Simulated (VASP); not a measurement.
A run of VASP 6.6.1 is set up as follows.

Contents of INCAR:

```
SYSTEM = SiBr5
ALGO = Fast
EDIFF = 1E-6
ENCUT = 520
GGA = PE
ISIF = 2
ISMEAR = 0
LASPH = .TRUE.
LCHARG = .TRUE.
LELF = .TRUE.
LREAL = .FALSE.
LVHAR = .TRUE.
LWAVE = .FALSE.
NBANDS = 28
NELM = 100
PREC = Accurate
SIGMA = 0.1
```

Contents of KPOINTS:

```
k-points
0
G
  8 8 8
  0 0 0
```

File POSCAR:

```
SiBr5
1.0
    0.0000000000      4.3427200588      4.3427200588
    4.3427200588      0.0000000000      4.3427200588
    4.3427200588      4.3427200588      0.0000000000
Si Br
1 5
Direct
    0.0000000000      0.0000000000      0.0000000000
    0.7500000000      0.7500000000      0.7500000000
    0.3750080173      0.3750080173      0.8749759482
    0.3750080173      0.8749759482      0.3750080173
    0.8749759482      0.3750080173      0.3750080173
    0.3750080173      0.3750080173      0.3750080173
```

Potentials or basis: VASP PAW PBE potentials, release 64 (Si, Br).

Command:

```console
$ cat potpaw_PBE.64/Si/POTCAR potpaw_PBE.64/Br/POTCAR > POTCAR
$ mpirun -np 1 vasp_std > vasp.out
```

(1) Predict the pressure.

(2) Predict the band gap on the k mesh.

Results:

(1) 0.0 GPa.

(2) zero (an odd number of electrons rules out a gap without spin polarisation).

Caveat: an odd number of electrons without spin polarisation forces a metal; a magnetic or distorted state may lie lower.
